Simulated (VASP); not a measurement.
# Os: single point with LDA

System: Os, a slab with vacuum.

```
Os
1.0
     2.68915    0.00000    0.00000
    -1.34457    2.32887    0.00000
     0.00000    0.00000   20.39140
Os
3
Direct
  0.16667 0.33333 0.39604
  0.50000 0.00000 0.50000
  0.83333 0.66667 0.60396
```

```yaml
Program: VASP 6.6.1
Task: single point
Functional: LDA
Potentials_or_basis: VASP PAW LDA potentials, release 64 (Os)
Cutoff: 520 eV
k_mesh: 17 × 17 × 1
Occupations: fermi-dirac, width 0.08 eV
Spin: no spin polarisation
Dipole_correction: yes
Further_INCAR_settings: ALGO = Normal; EDIFF = 1e-06; NBANDS = 19
```

The largest force is 0.039 eV/Å. The band gap on the k mesh is zero (bands 12 and 13 overlap by 2.63 eV).

Forces in eV/Å, atoms in the order of the input:
```
Os   0.000  0.000 -0.039
Os   0.000  0.000  0.000
Os   0.000  0.000  0.039
```

Levels at points of the mesh, in eV from the Fermi level:
```csv
k point,band 8,band 9,band 10,band 11,band 12,band 13,band 14,band 15,band 16,band 17
"(0.00, 0.00, 0.00)",-2.72,-2.72,-2.19,-2.19,-1.01,-0.01,-0.01,0.50,0.75,0.75
```

It took 3.7 min on 1 thread of Intel Xeon 8259CL, on a shared host, peak memory 0.23 GiB.

Caveat: spin-orbit coupling is left out, which moves the levels of the heavy elements.
